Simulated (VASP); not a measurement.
Write the native input for VASP 6.6.1 that does the following.

```yaml
Task: single point
Functional: PBEsol
Potentials_or_basis: VASP PAW PBE potentials, release 64 (Ta_pv, As)
Cutoff: 520 eV
k_mesh: 11 × 11 × 11
Occupations: fermi-dirac, width 0.05 eV
Spin: no spin polarisation
Hubbard_terms: Ta d U = 3.0 eV
Dipole_correction: no
Further_INCAR_settings: ALGO = Normal; EDIFF = 1e-07; NBANDS = 24
```

The structure of TaAs lies in POSCAR:

```
TaAs
1.0
   -1.7218133622      1.7218133622      5.8679415361
    1.7218133622     -1.7218133622      5.8679415361
    1.7218133622      1.7218133622     -5.8679415361
Ta As
2 2
Direct
    0.4999673000      0.4999673000      0.0000000000
    0.2499673000      0.7499673000      0.5000000000
    0.0826321200      0.0826321200      0.0000000000
    0.8326321200      0.3326321200      0.5000000000
```

These files were run (other wordings do the same):

INCAR

```
ALGO = Normal
EDIFF = 1E-7
ENCUT = 520
GGA = PS
ISIF = 2
ISMEAR = -1
LASPH = True
LCHARG = False
LDAU = True
LDAUJ = 0 0
LDAUL = 2 -1
LDAUPRINT = 1
LDAUTYPE = 2
LDAUU = 3 0
LMAXMIX = 4
LREAL = False
LWAVE = False
NBANDS = 24
NELM = 150
PREC = Accurate
SIGMA = 0.05
```

KPOINTS

```
k-points
0
Gamma
  11 11 11
```

Potentials or basis: VASP PAW PBE potentials, release 64 (Ta_pv, As).

Run with:

```sh
$ cat potpaw_PBE.64/Ta_pv/POTCAR potpaw_PBE.64/As/POTCAR > POTCAR
$ mpirun -np 1 vasp_std > vasp.out
```

Results of the run:

```yaml
Pressure: 1.5 GPa
Largest_force: 0.023 eV/Å
Band_gap_on_the_k_mesh: zero (band 16 reaches 7.15 eV, above the bottom of band 17 at 7.12 eV)
```

Caveat: the PAW data sets were made with another functional, which shifts forces and pressure a little; spin-orbit coupling is left out, which moves the levels of the heavy elements; U without spin polarisation on a metal has little footing; the U is typed as a test and isn't derived for this compound.

Wall time 4.5 min on 1 thread of Intel(R) Xeon(R) 6975P-C (Granite Rapids), on a shared host, peak memory 0.44 GiB.
